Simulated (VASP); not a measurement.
# FeO (Fm-3m) in VASP: a series of runs

FeO is run at these levels: PBE+U; tasks: single point.

All numbers are computed with VASP 6.6.1; they aren't measurements. Logs are shortened: lines on timing, memory, paths and dates and some standing lists are left out, and cuts for length are marked.

## 1. The cell of the first run

The structure is cubic, space group Fm-3m (No. 225). Conventional cell: a = 4.405 Å, b = 4.405 Å, c = 4.405 Å, α = 90.00°, β = 90.00°, γ = 90.00°. Fe (site symmetry m-3m) has 6 O at 2.20 Å within 2.9 Å. O (site symmetry m-3m) has 6 Fe at 2.20 Å within 2.9 Å.

## 2. Single point, PBE+U, collinear spin, ferromagnetic start

INCAR

```
PREC = Accurate
ENCUT = 700
EDIFF = 1E-6
ISMEAR = 0
SIGMA = 0.05
LREAL = F
LASPH = T
NELM = 200
ALGO = Normal
ISIF = 2
LWAVE = F
LCHARG = F
ISPIN = 2
MAGMOM = 4 4 0 0
LORBIT = 11
LMAXMIX = 4
LDAU = T
LDAUTYPE = 2
LDAUL = 2 -1
LDAUU = 4 0
LDAUJ = 0 0
LDAUPRINT = 1
GGA = PE
NBANDS = 34
GGA_COMPAT = F
```

KPOINTS

```
regular mesh
0
Gamma
  5 5 3
```

POSCAR

```
FeO
1.0
    0.0000000000      2.2025485819     -2.2025485819
    0.0000000000      2.2025485819      2.2025485819
    4.4050971638      0.0000000000      0.0000000000
Fe O
2 2
Direct
    0.0000000000      0.0000000000      0.0000000000
    0.5000000000      0.5000000000      0.5000000000
    0.0000000000      1.0000000000      0.5000000000
    0.5000000000      1.5000000000      1.0000000000
```

Potentials or basis: VASP PAW PBE potentials, release 64 (Fe_sv, O).

Command:

```bash
$ cat potpaw_PBE.64/Fe_sv/POTCAR potpaw_PBE.64/O/POTCAR > POTCAR
$ mpirun -np 1 vasp_std > vasp.out
```

OUTCAR:

```text
PREC = Accurate
   ENCUT = 700
   EDIFF = 1E-6
   ISMEAR = 0
   LREAL = F
   LASPH = T
   NELM = 200
   ISIF = 2
   ISPIN = 2
   LORBIT = 11
   GGA = PE

 ion  position               nearest neighbor table
   1  0.000  0.000  0.000-   3 2.20   4 2.20   3 2.20   4 2.20   4 2.20   4 2.20
   2  0.500  0.500  0.500-   3 2.20   4 2.20   4 2.20   3 2.20   3 2.20   3 2.20
   3  0.000  0.000  0.500-   1 2.20   2 2.20   1 2.20   2 2.20   2 2.20   2 2.20
   4  0.500  0.500  0.000-   1 2.20   2 2.20   2 2.20   1 2.20   1 2.20   1 2.20

  LATTYP: Found a simple tetragonal cell.
 ALAT       =     3.1148740763
 C/A-ratio  =     1.4142135624

  Lattice vectors:

 A1 = (   0.0000000000,   2.2025485819,  -2.2025485819)
 A2 = (   0.0000000000,   2.2025485819,   2.2025485819)
 A3 = (   4.4050971638,   0.0000000000,   0.0000000000)

Analysis of symmetry for initial positions (statically):
=====================================================================
 Subroutine PRICEL returns following result:

  LATTYP: Found a face centered cubic cell.
 ALAT       =     4.4050971638
[... 12 lines left out ...]
 Subroutine GETGRP returns: Found 16 space group operations
 (whereof 16 operations were pure point group operations)
 out of a pool of 16 trial point group operations.

The static configuration has the point symmetry D_4h.

Analysis of symmetry for dynamics (positions and initial velocities):
=====================================================================
 Subroutine PRICEL returns following result:

  LATTYP: Found a face centered cubic cell.
 ALAT       =     4.4050971638
[... 12 lines left out ...]
 Subroutine GETGRP returns: Found 16 space group operations
 (whereof 16 operations were pure point group operations)
 out of a pool of 16 trial point group operations.

The dynamic configuration has the point symmetry D_4h.

Analysis of structural, dynamic, and magnetic symmetry:
=====================================================================
 Subroutine PRICEL returns following result:

  LATTYP: Found a face centered cubic cell.
 ALAT       =     4.4050971638
[... 12 lines left out ...]
 Subroutine GETGRP returns: Found 16 space group operations
 (whereof 16 operations were pure point group operations)
 out of a pool of 16 trial point group operations.

The overall configuration has the point symmetry D_4h.

 Subroutine INISYM returns: Found 16 space group operations
 (whereof 16 operations are pure point group operations),
 and found     2 'primitive' translations

----------------------------------------------------------------------------------------

                                     Primitive cell

  volume of cell :      21.3701

  direct lattice vectors                    reciprocal lattice vectors
    -2.202548582 -2.202548582  0.000000000    -0.227009749 -0.227009749  0.227009749
    -2.202548582  0.000000000 -2.202548582    -0.227009749  0.227009749 -0.227009749
    -0.000000000 -2.202548582 -2.202548582     0.227009749 -0.227009749 -0.227009749

  length of vectors
[... 135 lines left out ...]
  o =  0.0663  v =  0.0000  0.0000  0.0000  0.0000  0.0000  0.0000 -0.0000 -0.5000  0.0000  0.8660      0.0000  0.0000  0.0000  0.0000  0.0000  0.0000  0.0000  0.0000  0.0000  0.0000
  o =  0.2474  v =  0.0000  0.0000  0.0000  0.0000  0.0000  0.0000  0.0000  0.0000  1.0000  0.0000      0.0000  0.0000  0.0000  0.0000  0.0000  0.0000  0.0000  0.0000  0.0000  0.0000
  o =  0.2474  v =  0.0000  0.0000  0.0000  0.0000  0.0000  1.0000  0.0000  0.0000  0.0000  0.0000      0.0000  0.0000  0.0000  0.0000  0.0000  0.0000  0.0000  0.0000  0.0000  0.0000
  o =  0.3013  v =  0.0000  0.0000  0.0000  0.0000  0.0000  0.0000 -1.0000 -0.0000  0.0000 -0.0000      0.0000  0.0000  0.0000  0.0000  0.0000  0.0000  0.0000  0.0000  0.0000  0.0000
  o =  0.9043  v =  0.0000 -1.0000 -0.0000  0.0000  0.0000  0.0000  0.0000  0.0000  0.0000  0.0000      0.0000  0.0000  0.0000  0.0000  0.0000  0.0000  0.0000  0.0000  0.0000  0.0000
  o =  0.9052  v =  0.0000 -0.0000 -0.0000 -1.0000  0.0000  0.0000  0.0000  0.0000  0.0000  0.0000      0.0000  0.0000  0.0000  0.0000  0.0000  0.0000  0.0000  0.0000  0.0000  0.0000
  o =  0.9052  v =  1.0000  0.0000  0.0000  0.0000  0.0000  0.0000  0.0000  0.0000  0.0000  0.0000      0.0000  0.0000  0.0000  0.0000  0.0000  0.0000  0.0000  0.0000  0.0000  0.0000
  o =  0.9324  v =  0.0000  0.0000 -0.8660  0.0000 -0.5000  0.0000  0.0000  0.0000  0.0000  0.0000      0.0000  0.0000  0.0000  0.0000  0.0000  0.0000  0.0000  0.0000  0.0000  0.0000
  o =  0.9326  v =  0.0000 -0.0000  0.5000 -0.0000 -0.8660  0.0000  0.0000  0.0000  0.0000  0.0000      0.0000  0.0000  0.0000  0.0000  0.0000  0.0000  0.0000  0.0000  0.0000  0.0000

atom =   2  type =  1  l = 2

 onsite density matrix

spin component  1

  0.9052  0.0000 -0.0000  0.0000  0.0000
  0.0000  0.9043  0.0000 -0.0000  0.0000
 -0.0000  0.0000  0.9324 -0.0000 -0.0001
  0.0000 -0.0000 -0.0000  0.9052  0.0000
  0.0000  0.0000 -0.0001  0.0000  0.9325

spin component  2

  0.2474  0.0000 -0.0000  0.0000 -0.0000
  0.0000  0.3013  0.0000  0.0000  0.0000
 -0.0000  0.0000  0.0661 -0.0000 -0.0001
  0.0000  0.0000 -0.0000  0.2474  0.0000
 -0.0000  0.0000 -0.0001  0.0000  0.0663

 occupancies and eigenvectors

  o =  0.0660  v =  0.0000  0.0000  0.0000  0.0000  0.0000 -0.0000  0.0000 -0.8660  0.0000 -0.5000      0.0000  0.0000  0.0000  0.0000  0.0000  0.0000  0.0000  0.0000  0.0000  0.0000
  o =  0.0663  v =  0.0000  0.0000  0.0000  0.0000  0.0000 -0.0000 -0.0000 -0.5000 -0.0000  0.8660      0.0000  0.0000  0.0000  0.0000  0.0000  0.0000  0.0000  0.0000  0.0000  0.0000
  o =  0.2474  v =  0.0000  0.0000  0.0000  0.0000  0.0000 -0.0001  0.0000  0.0000  1.0000  0.0000      0.0000  0.0000  0.0000  0.0000  0.0000  0.0000  0.0000  0.0000  0.0000  0.0000
  o =  0.2474  v =  0.0000  0.0000  0.0000  0.0000  0.0000 -1.0000  0.0000  0.0000 -0.0001  0.0000      0.0000  0.0000  0.0000  0.0000  0.0000  0.0000  0.0000  0.0000  0.0000  0.0000
  o =  0.3013  v =  0.0000  0.0000  0.0000  0.0000  0.0000 -0.0000 -1.0000 -0.0000  0.0000 -0.0000      0.0000  0.0000  0.0000  0.0000  0.0000  0.0000  0.0000  0.0000  0.0000  0.0000
  o =  0.9043  v =  0.0000  1.0000  0.0000 -0.0000  0.0000  0.0000  0.0000  0.0000  0.0000  0.0000      0.0000  0.0000  0.0000  0.0000  0.0000  0.0000  0.0000  0.0000  0.0000  0.0000
  o =  0.9052  v =  1.0000  0.0000  0.0000  0.0000  0.0000  0.0000  0.0000  0.0000  0.0000  0.0000      0.0000  0.0000  0.0000  0.0000  0.0000  0.0000  0.0000  0.0000  0.0000  0.0000
  o =  0.9052  v =  0.0000 -0.0000 -0.0000 -1.0000  0.0000  0.0000  0.0000  0.0000  0.0000  0.0000      0.0000  0.0000  0.0000  0.0000  0.0000  0.0000  0.0000  0.0000  0.0000  0.0000
  o =  0.9324  v =  0.0000  0.0000 -0.8660  0.0000 -0.5000  0.0000  0.0000  0.0000  0.0000  0.0000      0.0000  0.0000  0.0000  0.0000  0.0000  0.0000  0.0000  0.0000  0.0000  0.0000
  o =  0.9326  v =  0.0000 -0.0000  0.5000 -0.0000 -0.8660  0.0000  0.0000  0.0000  0.0000  0.0000      0.0000  0.0000  0.0000  0.0000  0.0000  0.0000  0.0000  0.0000  0.0000  0.0000

 number of electron      44.0000045 magnetization       8.0266682

 Free energy of the ion-electron system (eV)
  ---------------------------------------------------
  ext. energy  EPLUGINS =         0.00000000
  ---------------------------------------------------
  free energy    TOTEN  =       -25.33185335 eV

  energy without entropy =      -25.32432378  energy(sigma->0) =      -25.32808857

 E-fermi :   9.6096     XC(G=0): -12.1499

 val. band max:        9.5771640183   @ k =   0.4000   0.0000   0.0000
 cond. band min:       9.6142074752   @ k =   0.2000   0.0000   0.3333
 fundamental gap:      0.0370434569
 Fermi energy:         9.6095927098

 spin component 1

 k-point     1 :       0.0000    0.0000    0.0000
  band No.  band energies     occupation
      1     -81.3299      1.00000
      2     -81.3250      1.00000
      3     -47.4577      1.00000
      4     -47.4225      1.00000
      5     -47.3274      1.00000
      6     -47.3274      1.00000
[... 433 lines left out ...]
     33      21.2904      0.00000
     34      21.7563      0.00000
 Fermi energy:         9.6095927098

 spin component 2

 k-point     1 :       0.0000    0.0000    0.0000
  band No.  band energies     occupation
      1     -76.9609      1.00000
      2     -76.9550      1.00000
      3     -43.1434      1.00000
      4     -43.0984      1.00000
      5     -43.0806      1.00000
      6     -43.0806      1.00000
[... 433 lines left out ...]
     33      22.2317      0.00000
     34      22.6865      0.00000

------------------------ aborting loop because EDIFF is reached ----------------------------------------

  FORCE on cell =-STRESS in cart. coord.  units (eV):
  Direction    XX          YY          ZZ          XY          YZ          ZX
  --------------------------------------------------------------------------------------
  -------------------------------------------------------------------------------------
  Total       -2.4701907     -2.7682076     -2.7682076      0.0000000      0.0000000     -0.0000000
  in kB      -92.5986347   -103.7702245   -103.7702245      0.0000000      0.0000000     -0.0000000
  external PRESSURE =    -100.0463613 kB  Pullay stress =       0.0000000 kB

 VOLUME and BASIS-vectors are now :
 -----------------------------------------------------------------------------
  energy-cutoff  :      700.00
  volume of cell :       42.74
      direct lattice vectors                 reciprocal lattice vectors
     0.000000000  2.202548582 -2.202548582     0.000000000  0.227009749 -0.227009749
     0.000000000  2.202548582  2.202548582     0.000000000  0.227009749  0.227009749
     4.405097164  0.000000000  0.000000000     0.227009749  0.000000000  0.000000000

 POSITION                                       TOTAL-FORCE (eV/Angst)
 -----------------------------------------------------------------------------------
      0.00000      0.00000      0.00000         0.000000     -0.000000      0.000000
      2.20255      2.20255      0.00000        -0.000000      0.000000     -0.000000
      2.20255      0.00000      0.00000         0.000000     -0.000000      0.000000
      0.00000      2.20255      0.00000         0.000000     -0.000000      0.000000
 -----------------------------------------------------------------------------------
    total drift:                                0.000000      0.000000      0.000000

  FREE ENERGIE OF THE ION-ELECTRON SYSTEM (eV)
  ---------------------------------------------------
  free  energy   TOTEN  =       -25.3318533526 eV

  energy  without entropy=      -25.3243237787  energy(sigma->0) =      -25.32808857

 total charge

# of ion       s       p       d       tot
------------------------------------------
    1        2.102   5.994   5.485  13.581
    2        2.102   5.994   5.485  13.581
    3        1.551   3.431   0.000   4.981
    4        1.551   3.431   0.000   4.981
--------------------------------------------------
tot          7.306  18.849  10.970  37.125

 magnetization (x)

# of ion       s       p       d       tot
------------------------------------------
    1        0.015   0.010   3.641   3.666
    2        0.015   0.010   3.641   3.666
    3        0.023   0.185   0.000   0.208
    4        0.023   0.185   0.000   0.208
--------------------------------------------------
tot          0.076   0.390   7.282   7.747
```

It took 2.1 min on 1 thread of Intel Xeon 6975P-C (Granite Rapids), shared host; peak memory 0.23 GiB.

Results:

* Free energy: -25.3319 eV
* Pressure: -10.0 GPa
* Band gap on the k mesh: zero (filled and empty bands overlap)
* Net moment: 8.03 μB per cell
* Site moments: Fe +3.67; O +0.21 μB
* Valence electrons inside the program's atomic spheres: Fe 13.58; O 4.98

Stress tensor (GPa, compression positive):
```
 -9.26   0.00   0.00
  0.00 -10.38   0.00
  0.00   0.00 -10.38
```

Levels at points of the mesh, in eV from the Fermi level:
Spin up:
| k point | band 22 | band 23 | band 24 | band 25 | band 26 | band 27 | band 28 | band 29 | band 30 | band 31 |
| --- | --- | --- | --- | --- | --- | --- | --- | --- | --- | --- |
| (0.00, 0.00, 0.00) | -5.21 | -5.21 | -4.11 | -4.09 | -4.09 | -0.92 | 4.03 | 7.71 | 9.30 | 13.26 |
Spin down:
| k point | band 16 | band 17 | band 18 | band 19 | band 20 | band 21 |
| --- | --- | --- | --- | --- | --- | --- |
| (0.00, 0.00, 0.00) | -3.71 | -2.17 | -0.82 | -0.61 | -0.61 | -0.28 |

Eigenvalues of the final occupation matrices:
```tsv
site	spin	trace	eigenvalues
site 1 d	1	4.58	0.90 0.91 0.91 0.93 0.93
site 1 d	2	0.93	0.07 0.07 0.25 0.25 0.30
site 2 d	1	4.58	0.90 0.91 0.91 0.93 0.93
site 2 d	2	0.93	0.07 0.07 0.25 0.25 0.30
```

Caveat: the k points lie up to 0.48 Å⁻¹ apart, too coarse for converged energies and pressures of a metal; the run started ferromagnetic, and an antiferromagnetic order may lie lower in energy. The state reached can hang on the start; a lower one may exist.

[end of part 1 of 2]

The gap in the log of VASP goes by the Fermi energy; the results here count the filled bands.